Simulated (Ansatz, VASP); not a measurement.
## One calculation of BiSb4O, two programs

File INCAR:

```
PREC = Accurate ; ENCUT = 600
EDIFF = 1E-6 ; ISMEAR = 0
SIGMA = 0.1 ; LREAL = F
LASPH = T ; NELM = 100
ALGO = Normal ; ISIF = 3
LWAVE = F ; LCHARG = F
GGA = PE ; IBRION = 2
NSW = 100 ; EDIFFG = -0.01
```

KPOINTS

```
regular mesh
0
Gamma
  8 8 8
```

Contents of POSCAR:

```
BiSb4O
1.0
    0.0000000000      4.3549316103      4.3549316103
    4.3549316103      0.0000000000      4.3549316103
    4.3549316103      4.3549316103      0.0000000000
Sb Bi O
4 1 1
Direct
    0.8853223737      0.3715592088      0.3715592088
    0.3715592088      0.3715592088      0.3715592088
    0.3715592088      0.8853223737      0.3715592088
    0.3715592088      0.3715592088      0.8853223737
    0.7500000000      0.7500000000      0.7500000000
    0.0000000000      0.0000000000      0.0000000000
```

Input for Ansatz:

```yaml
crystal:
  lattice:
    - [0.0, 4.3549316103, 4.3549316103]
    - [4.3549316103, 0.0, 4.3549316103]
    - [4.3549316103, 4.3549316103, 0.0]
  atoms:
    - { symbol: Sb, position: [0.8853223737, 0.3715592088, 0.3715592088] }
    - { symbol: Sb, position: [0.3715592088, 0.3715592088, 0.3715592088] }
    - { symbol: Sb, position: [0.3715592088, 0.8853223737, 0.3715592088] }
    - { symbol: Sb, position: [0.3715592088, 0.3715592088, 0.8853223737] }
    - { symbol: Bi, position: [0.75, 0.75, 0.75] }
    - { symbol: O, position: [0.0, 0.0, 0.0] }
basis:
  ecutwfc: 420
kpoints:
  mp_grid: { grid: [8, 8, 8] }
hamiltonian:
  xc: pbe
scf:
  occupations: { method: gaussian, width: 0.1 }
output:
  forces: true
  stress: true
  eigenvalues: true
  write_density: true
  write_potential: true
  elf: true
  volumetric_format: npy
relax:
  adjacent_minimum: "off"
  f_tol: 0.01
  max_steps: 80
  cell: { stress_tol: 0.05 }
```

Change from the starting cell: species swapped into the CeInPt4 type (F-43m, No. 216).

Alike in both runs: task relaxation of cell and atoms; functional PBE; k mesh 8 × 8 × 8; occupations gaussian, width 0.1 eV; no spin polarisation.

|  | VASP | Ansatz |
| --- | --- | --- |
| version | VASP 6.6.1 | Ansatz 0.2.0 |
| potentials or method | VASP PAW PBE potentials, release 64 (Sb, Bi_d, O), cutoff 600 eV | scalar-relativistic, plane waves, PAW |
| valence electrons in the cell | 41 | 81 |

```tsv
	VASP	Ansatz	Ansatz less VASP
gap on the k mesh at the Fermi level, each at its own relaxed structure (eV)	none	none	-
relaxed volume (Å³/atom)	27.15	27.23	+0.079
relaxed cell length with the largest relative difference (Å)	6.130	6.136	+0.0059
```

A gap of «none» marks a metal or a gap that the smearing closes. VASP's potentials hold 41 valence electrons a cell and Ansatz's 81, so a difference there can come from the potentials and not from the codes.

Neither program's run includes spin-orbit coupling.
